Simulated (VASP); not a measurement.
BeTe2, 6 atoms in the cell. The structure is orthorhombic, space group Ibam (No. 72). The conventional cell has a = 4.601 Å, b = 10.001 Å, c = 6.802 Å, α = 90.00°, β = 90.00°, γ = 90.00°. Be (site symmetry 222) has 4 Te at 2.49 Å within 3.3 Å. Te (site symmetry m) has 2 Be at 2.49 Å and 1 Te at 2.91 Å within 3.3 Å. 

- Program: VASP 6.6.1
- Task: single point
- Functional: PBE
- Potentials or basis: VASP PAW PBE potentials, release 64 (Be, Te)
- Cutoff: 520 eV
- k mesh: 10 × 10 × 10
- Occupations: gaussian, width 0.01 eV
- Spin: no spin polarisation
- Dipole correction: no
- Further INCAR settings: ALGO = Normal; EDIFF = 1e-07; NBANDS = 23

Potentials or basis: VASP PAW PBE potentials, release 64 (Be, Te).

Run with:

```console
$ cat potpaw_PBE.64/Be/POTCAR potpaw_PBE.64/Te/POTCAR > POTCAR
$ mpirun -np 1 vasp_std > vasp.out
```

Hardware: 1 thread of Intel(R) Xeon(R) Platinum 8488C (Sapphire Rapids), on a shared host.

**Question.** Estimate the wall time of this run.

**Answer.** It took 7.4 min on 1 thread of Intel(R) Xeon(R) Platinum 8488C (Sapphire Rapids), with other jobs on the host, peak memory 0.66 GiB. Counts: scf iterations 15, k points 171.
